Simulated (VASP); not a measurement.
# Hf (P6/mmm) in VASP: further runs

Hf is run at these levels: PBEsol, PBE; tasks: relaxation of cell and atoms, single point.

Program: VASP 6.6.1. These are calculated values, not measurements. Logs are shortened: lines on timing, memory, paths and dates and some standing lists are left out, and cuts for length are marked.

### Step 1. The cell of the first run

It takes space group P6/mmm (No. 191, hexagonal). Conventional cell: a = 4.962 Å, b = 4.962 Å, c = 3.086 Å, α = 90.00°, β = 90.00°, γ = 120.00°. Within 4.1 Å of Hf (site symmetry 6/mmm) lie 14 Hf at 3.09 to 3.25 Å. Within 3.8 Å of Hf (site symmetry -6m2) lie 11 Hf at 2.87 to 3.25 Å.

### Step 2. Relaxation of cell and atoms, PBEsol, target pressure 20 GPa, at which the enthalpy is minimised

The input, INCAR:

```
SYSTEM = Hf
PREC     = Accurate       ! precision mode
ENCUT    = 600            ! plane-wave cutoff, eV
EDIFF    = 1E-6           ! SCF threshold, eV
ISMEAR   = -1             ! smearing method
SIGMA    = 0.05           ! smearing width, eV
LREAL    = .False.        ! projectors in reciprocal space
LASPH    = .True.         ! aspherical terms in the spheres
NELM     = 60             ! most SCF steps
ALGO     = Normal         ! electronic algorithm
ISIF     = 3              ! what is computed and relaxed
LWAVE    = .False.        ! write WAVECAR
LCHARG   = .False.        ! write CHGCAR
GGA      = PS             ! functional
IBRION   = 2              ! ionic algorithm
NSW      = 60             ! ionic steps
EDIFFG   = -0.01          ! ionic threshold
PSTRESS  = 200.0
```

The input, KPOINTS:

```
regular mesh
0
Gamma
  6 6 9
  0 0 0
```

The input, POSCAR:

```
Hf
1.0
    4.9623295440      0.0000000000      0.0000000000
   -2.4811647720      4.2975034470      0.0000000000
    0.0000000000      0.0000000000      3.0862322500
Hf
3
Direct
    0.0000000000      0.0000000000      0.0000000000
    0.3333333333      0.6666666667      0.5000000000
    0.6666666667      0.3333333333      0.5000000000
```

Potentials or basis: VASP PAW PBE potentials, release 64 (Hf_pv).

Started as:

```
$ cat potpaw_PBE.64/Hf_pv/POTCAR > POTCAR
$ mpirun -np 1 vasp_std > vasp.out
```

OUTCAR:

```text
SYSTEM = Hf
   PREC = Accurate
   ENCUT = 600
   EDIFF = 1E-6
   ISMEAR = -1
   LREAL = .False.
   LASPH = .True.
   NELM = 60
   ISIF = 3
   GGA = PS
   IBRION = 2
   NSW = 60
   EDIFFG = -0.01
   PSTRESS = 200.0

 ion  position               nearest neighbor table
   1  0.000  0.000  0.000-   2 3.25   3 3.25   2 3.25   3 3.25   2 3.25   2 3.25   3 3.25   3 3.25
                             3 3.25   3 3.25   2 3.25   2 3.25
   2  0.333  0.667  0.500-   3 2.87   3 2.87   3 2.87   1 3.25   1 3.25   1 3.25   1 3.25   1 3.25
                             1 3.25
   3  0.667  0.333  0.500-   2 2.87   2 2.87   2 2.87   1 3.25   1 3.25   1 3.25   1 3.25   1 3.25
                             1 3.25

  LATTYP: Found a hexagonal cell.
 ALAT       =     4.9623295440
 C/A-ratio  =     0.6219321435

  Lattice vectors:

 A1 = (   4.9623295440,   0.0000000000,   0.0000000000)
 A2 = (  -2.4811647720,   4.2975034470,   0.0000000000)
 A3 = (   0.0000000000,   0.0000000000,   3.0862322500)

Analysis of symmetry for initial positions (statically):
=====================================================================
 Subroutine PRICEL returns:
 Original cell was already a primitive cell.

 Routine SETGRP: Setting up the symmetry group for a
 hexagonal supercell.

 Subroutine GETGRP returns: Found 24 space group operations
 (whereof 24 operations were pure point group operations)
 out of a pool of 24 trial point group operations.

The static configuration has the point symmetry D_6h.

Analysis of symmetry for dynamics (positions and initial velocities):
=====================================================================
 Subroutine PRICEL returns:
 Original cell was already a primitive cell.

 Routine SETGRP: Setting up the symmetry group for a
 hexagonal supercell.

 Subroutine GETGRP returns: Found 24 space group operations
 (whereof 24 operations were pure point group operations)
 out of a pool of 24 trial point group operations.

The dynamic configuration has the point symmetry D_6h.

 Subroutine INISYM returns: Found 24 space group operations
 (whereof 24 operations are pure point group operations),
 and found     1 'primitive' translations

----------------------------------------------------------------------------------------

                                     Primitive cell

  volume of cell :      65.8158

  direct lattice vectors                    reciprocal lattice vectors
     4.962329544  0.000000000  0.000000000     0.201518257  0.116346620  0.000000000
    -2.481164772  4.297503447  0.000000000     0.000000000  0.232693240  0.000000000
     0.000000000  0.000000000  3.086232250     0.000000000  0.000000000  0.324019685

  length of vectors
     4.962329544  4.962329544  3.086232250     0.232693240  0.232693240  0.324019685

  position of ions in fractional coordinates (direct lattice)
     0.000000000  0.000000000  0.000000000
     0.333333333  0.666666667  0.500000000
     0.666666667  0.333333333  0.500000000

  ion indices of the primitive-cell ions
   primitive index   ion index
                 1           1
                 2           2
                 3           3

----------------------------------------------------------------------------------------

 KPOINTS: regular mesh

Automatic generation of k-mesh.
 Grid dimensions read from file:
 generate k-points for:    6    6    9

 Generating k-lattice:

  Cartesian coordinates                     Fractional coordinates (reciprocal lattice)
     0.033586376  0.019391103  0.000000000     0.166666667  0.000000000  0.000000000
     0.000000000  0.038782207  0.000000000     0.000000000  0.166666667  0.000000000
     0.000000000  0.000000000  0.036002187     0.000000000  0.000000000  0.111111111

  Length of vectors
     0.038782207  0.038782207  0.036002187

  Shift w.r.t. Gamma in fractional coordinates (k-lattice)
     0.000000000  0.000000000  0.000000000

 Subroutine IBZKPT returns following result:
 ===========================================

 Found     35 irreducible k-points:

 Following reciprocal coordinates:
            Coordinates               Weight
  0.000000  0.000000  0.000000      1.000000
  0.166667 -0.000000  0.000000      6.000000
  0.333333  0.000000  0.000000      6.000000
  0.500000 -0.000000  0.000000      3.000000
  0.166667  0.166667  0.000000      6.000000
  0.333333  0.166667  0.000000     12.000000
[... 16 lines left out ...]
  0.166667 -0.000000  0.333333     12.000000
  0.333333  0.000000  0.333333     12.000000
 [... further k-points ...]
   k-points           NKPTS =     35   k-points in BZ     NKDIM =     35   number of bands    NBANDS=     19
   number of dos      NEDOS =    301   number of ions     NIONS =      3
   total plane-waves  NPLWV =  44800
   dimension x,y,z NGX =    40 NGY =   40 NGZ =   28
   dimension x,y,z NGXF=    80 NGYF=   80 NGZF=   56
   ions per type =               3
   NGX,Y,Z   is equivalent  to a cutoff of  13.40, 13.40, 15.08 a.u.
   NGXF,Y,Z  is equivalent  to a cutoff of  26.80, 26.80, 30.17 a.u.
 SYSTEM =  Hf
   PREC   = accura    normal or accurate (medium, high low for compatibility)
   ISTART =      0    job   : 0-new  1-cont  2-samecut
   ICHARG =      2    charge: 1-file 2-atom 10-const
   ISPIN  =      1    spin polarized calculation?
   LNONCOLLINEAR =      F non collinear calculations
   LSORBIT =      F    spin-orbit coupling
   LASPH  =      T    aspherical Exc in radial PAW
   ENCUT  =  600.0 eV  44.10 Ry    6.64 a.u.   9.91  9.91  6.16*2*pi/ulx,y,z
   NELM   =     60;   NELMIN=  2; NELMDL= -5     # of ELM steps
   EDIFF  = 0.1E-05   stopping-criterion for ELM
   LREAL  =      F    real-space projection
   EDIFFG = -.1E-01   stopping-criterion for IOM
   NSW    =     60    number of steps for IOM
   IBRION =      2    ionic relax: 0-MD 1-quasi-New 2-CG
   NFREE  =      1    steps in history (QN), initial steepest desc. (CG)
   ISIF   =      3    stress and relaxation
   ISYM   =      2    0-nonsym 1-usesym 2-fastsym
   POTIM  = 0.5000    time-step for ionic-motion
   TEBEG  =    0.0;   TEEND  =   0.0 temperature during run
   PSTRESS=  200.0 pullay stress
   NELECT =      30.0000    total number of electrons
   NUPDOWN=      -1.0000    fix difference up-down
   EMIN   =  10.00;   EMAX   =-10.00  energy-range for DOS
   EFERMI =   0.00;   METHOD = LEGACY
   ISMEAR =    -1;   SIGMA  =   0.05  broadening in eV -4-tet -1-fermi 0-gaus
   EFERMI_NEDOS =   21; number of points for ismear=-14 and -15
   IALGO  =     38    algorithm
   IMIX   =      4    mixing-type and parameters
     AMIX     =   0.40;   BMIX     =  1.00
     AMIX_MAG =   1.60;   BMIX_MAG =  1.00
  volume/ion in A,a.u.               =      21.94       148.05
  Fermi-wavevector in a.u.,A,eV,Ry     =   1.259907  2.380879 21.597416  1.587365
  Thomas-Fermi vector in A             =   2.393443
   LORBIT       =      0    0 simple, 1 ext, 2 COOP (PROOUT), +10 PAW based schemes
   GGA     = PS    functional components
   LHFCALC =     F    Hartree Fock is set to
   AEXX    =    0.0000 exact exchange contribution
   IVDW    =     0    specifies the selected vdW correction
   LEPSILON=     F    determine dielectric tensor
   LRPA    =     F    only Hartree local field effects (RPA)
 conjugate gradient relaxation of ions
 non-spin polarized calculation
  energy-cutoff  :      600.00
  volume of cell :       65.82
 maximum number of plane-waves:      2220
 NGX is ok and might be reduce to    40
   NGX = 19   NGY = 19   NGZ = 13

--------------------------------------- Ionic step        1  -------------------------------------------

 number of electron      30.0000002 magnetization

 Free energy of the ion-electron system (eV)
  ---------------------------------------------------
  ext. energy  EPLUGINS =         0.00000000
  ---------------------------------------------------
  free energy    TOTEN  =       -31.39948624 eV

  energy without entropy =      -31.37471726  energy(sigma->0) =      -31.38710175

------------------------ aborting loop because EDIFF is reached ----------------------------------------

  FORCE on cell =-STRESS in cart. coord.  units (eV):
  Direction    XX          YY          ZZ          XY          YZ          ZX
  --------------------------------------------------------------------------------------
  -------------------------------------------------------------------------------------
  Total       -1.3410727     -1.3410727     -1.0857552      0.0000000     -0.0000000      0.0000000
  in kB      -32.6461877    -32.6461877    -26.4309078      0.0000000     -0.0000000      0.0000000
  external PRESSURE =    -230.5744277 kB  Pullay stress =     200.0000000 kB

 VOLUME and BASIS-vectors are now :
 -----------------------------------------------------------------------------
  energy-cutoff  :      600.00
  volume of cell :       65.82
      direct lattice vectors                 reciprocal lattice vectors
     4.962329544  0.000000000  0.000000000     0.201518257  0.116346620  0.000000000
    -2.481164772  4.297503447  0.000000000     0.000000000  0.232693240  0.000000000
     0.000000000  0.000000000  3.086232250     0.000000000  0.000000000  0.324019685
[... 204 lines left out ...]
  FREE ENERGIE OF THE ION-ELECTRON SYSTEM (eV)
  ---------------------------------------------------
  free  energy   TOTEN  =       -30.9598226056 eV

  energy  without entropy=      -30.9414916609  energy(sigma->0) =      -30.95065713

  enthalpy is  TOTEN    =       -23.9861316940 eV   P V=        6.9736909116

--------------------------------------- Ionic step        7  -------------------------------------------

 number of electron      30.0000001 magnetization

 Free energy of the ion-electron system (eV)
  ---------------------------------------------------
  ext. energy  EPLUGINS =         0.00000000
  ---------------------------------------------------
  free energy    TOTEN  =       -30.95985164 eV

  energy without entropy =      -30.94150293  energy(sigma->0) =      -30.95067729

 E-fermi :   5.9027     XC(G=0): -12.2579

 val. band max:        5.8924670054   @ k =   0.3333   0.1667   0.1111
 cond. band min:       5.9068452381   @ k =   0.3333   0.3333   0.0000
 fundamental gap:      0.0143782327
 Fermi energy:         5.9027391240

 k-point     1 :       0.0000    0.0000    0.0000
  band No.  band energies     occupation
      1     -24.6449      2.00000
      2     -24.6449      2.00000
      3     -24.4717      2.00000
      4     -24.4717      2.00000
      5     -23.8641      2.00000
      6     -23.5062      2.00000
[... 11 lines left out ...]
     18       8.2716      0.00000
     19       8.2716      0.00000
[... 485 lines left out ...]
 k-point    24 :       0.3333    0.0000    0.3333
  band No.  band energies     occupation
      1     -24.7147      2.00000
      2     -24.6727      2.00000
      3     -24.5038      2.00000
      4     -24.2322      2.00000
      5     -24.1494      2.00000
      6     -24.1038      2.00000
[... 11 lines left out ...]
     18       7.8614      0.00000
     19       7.8767      0.00000

 [... further k-points ...]
[... 5 lines left out ...]
  --------------------------------------------------------------------------------------
  -------------------------------------------------------------------------------------
  Total        6.9788878      6.9788878      6.9750794      0.0000000      0.0000000      0.0000000
  in kB      200.1487549    200.1487549    200.0395309      0.0000000      0.0000000      0.0000000
  external PRESSURE =       0.1123469 kB  Pullay stress =     200.0000000 kB

 VOLUME and BASIS-vectors are now :
 -----------------------------------------------------------------------------
  energy-cutoff  :      600.00
  volume of cell :       55.87
      direct lattice vectors                 reciprocal lattice vectors
     4.691810856  0.000000000  0.000000000     0.213137322  0.123054890 -0.000000000
    -2.345905428  4.063227391 -0.000000000    -0.000000000  0.246109780 -0.000000000
    -0.000000000  0.000000000  2.930436297    -0.000000000  0.000000000  0.341246114

 POSITION                                       TOTAL-FORCE (eV/Angst)
 -----------------------------------------------------------------------------------
      0.00000      0.00000      0.00000        -0.000000     -0.000000      0.000000
     -0.00000      2.70882      1.46522         0.000000     -0.000000     -0.000000
      2.34591      1.35441      1.46522        -0.000000      0.000000      0.000000
 -----------------------------------------------------------------------------------
    total drift:                                0.000000     -0.000000      0.000000

  FREE ENERGIE OF THE ION-ELECTRON SYSTEM (eV)
  ---------------------------------------------------
  free  energy   TOTEN  =       -30.9598516394 eV

  energy  without entropy=      -30.9415029343  energy(sigma->0) =      -30.95067729

  enthalpy is  TOTEN    =       -23.9861506616 eV   P V=        6.9737009779

 reached required accuracy - stopping structural energy minimisation
```

Wall time 96 s (1 thread of Intel Xeon 6975P-C (Granite Rapids), shared host); peak memory 0.22 GiB.

Results:

```yaml
Free_energy: -30.9599 eV
Relaxed_volume: 18.62 Å³/atom
Relaxed_cell: a = 4.692 Å, b = 4.692 Å, c = 2.930 Å, α = 90.00°, β = 90.00°, γ = 120.00°
Space_group_after_relaxing_to_0.05_Å: P6/mmm (No. 191)
Energy_change_on_relaxing_the_enthalpy_is_what_falls: +146.5 meV/atom
Ionic_steps: 7
Pressure_after_relaxing: 20.0 GPa
Band_gap_on_the_k_mesh: zero (band 15 reaches 6.20 eV, above the bottom of band 16 at 5.38 eV)
```

The path:
| step | energy change (eV) | largest force (eV/Å) | pressure (GPa) | volume (Å³) |
| --- | --- | --- | --- | --- |
| 1 | 0.0000 | 0.0000 | -3.06 | 65.82 |
| 2 | 6.4452 | 0.0000 | 123.34 | 40.09 |
| 3 | 0.3150 | 0.0000 | 16.55 | 56.96 |
| 4 | 0.4099 | 0.0000 | 19.21 | 56.11 |
| 5 | 0.4399 | 0.0000 | 20.01 | 55.87 |
| 6 | 0.4397 | 0.0000 | 20.01 | 55.87 |
| 7 | 0.4396 | 0.0000 | 20.01 | 55.87 |

Final structure:
```
Hf
1.0
     4.69181    0.00000    0.00000
    -2.34591    4.06323    0.00000
     0.00000    0.00000    2.93044
Hf
3
Direct
  0.00000 0.00000 0.00000
  0.33333 0.66667 0.50000
  0.66667 0.33333 0.50000
```

Caveat: the cell is relaxed towards a set pressure, so the enthalpy falls and the energy may rise; the volume moved by over 15 % at a fixed basis, so the end points are rough; the PAW data sets were made with another functional, which shifts forces and pressure a little; spin-orbit coupling is left out, which moves the levels of the heavy elements.

### Step 3. Single point, PBE

This run uses another cell than the first one, of 20.62 Å³/atom, 0.940 times its volume.

The input, INCAR:

```
SYSTEM = Hf
PREC = Accurate
ENCUT = 520
EDIFF = 1E-7
ISMEAR = -1
SIGMA = 0.05
LREAL = .FALSE.
LASPH = .TRUE.
NELM = 100
ALGO = Fast
ISIF = 2
LWAVE = .FALSE.
LCHARG = .FALSE.
GGA = PE
NBANDS = 22
```

The input, KPOINTS:

```
Automatic mesh
0
G
  6 6 9
  0 0 0
```

The input, POSCAR:

```
Hf
1.0
    4.8610290882      0.0000000000      0.0000000000
   -2.4305145441      4.2097746788      0.0000000000
    0.0000000000      0.0000000000      3.0232302404
Hf
3
Direct
    0.0000000000      0.0000000000      0.0000000000
    0.3333333333      0.6666666667      0.5000000000
    0.6666666667      0.3333333333      0.5000000000
```

Potentials or basis: VASP PAW PBE potentials, release 64 (Hf_pv).

Started as:

```
$ cat potpaw_PBE.64/Hf_pv/POTCAR > POTCAR
$ mpirun -np 1 vasp_std > vasp.out
```

Wall time 21 s (1 thread of Intel Xeon 6975P-C (Granite Rapids), shared host); peak memory 0.19 GiB.

The run converged. Its results:

| Item | Value |
| --- | --- |
| Free energy | -29.5169 eV |
| Pressure | 9.4 GPa |
| Band gap on the k mesh | zero (band 15 reaches 5.60 eV, above the bottom of band 16 at 4.71 eV) |

Stress tensor (GPa, compression positive):
```
9.21 0.00 0.00
0.00 9.21 0.00
0.00 0.00 9.74
```

Levels at points of the mesh, in eV from the Fermi level:
```tsv
k point	band 11	band 12	band 13	band 14	band 15	band 16	band 17	band 18	band 19	band 20
(0.00, 0.00, 0.00)	-2.73	-0.62	-0.62	-0.61	-0.59	-0.59	1.17	2.24	2.24	3.02
(0.50, 0.00, 0.00)	-4.54	-3.75	-0.56	-0.50	-0.41	0.14	0.92	1.35	1.62	3.17
```

Caveat: spin-orbit coupling is left out, which moves the levels of the heavy elements.

(Continued in part 2 of 2.)
